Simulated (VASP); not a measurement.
A run of VASP 6.6.1 is set up as follows.

Contents of INCAR:

```
PREC = Accurate
ENCUT = 520
EDIFF = 1E-6
ISMEAR = -1
SIGMA = 0.1
LREAL = False
LASPH = True
NELM = 60
ALGO = Normal
ISIF = 2
LWAVE = False
LCHARG = False
GGA = CA
NBANDS = 13
```

The input KPOINTS:

```
regular mesh
0
Gamma
  15 15 15
```

The input POSCAR:

```
Ge
1.0
   -1.6483398522      1.6483398522      1.6483398522
    1.6483398522     -1.6483398522      1.6483398522
    1.6483398522      1.6483398522     -1.6483398522
Ge
1
Direct
    0.0000000000      0.0000000000      0.0000000000
```

Potentials or basis: VASP PAW LDA potentials, release 64 (Ge_d).

The run is started by

```sh
$ cat potpaw_LDA.64/Ge_d/POTCAR > POTCAR
$ mpirun -np 1 vasp_std > vasp.out
```

Estimate the band gap on the k mesh.

zero (bands 7 and 8 overlap by 12.75 eV).

What does it give for the pressure?

-0.4 GPa.
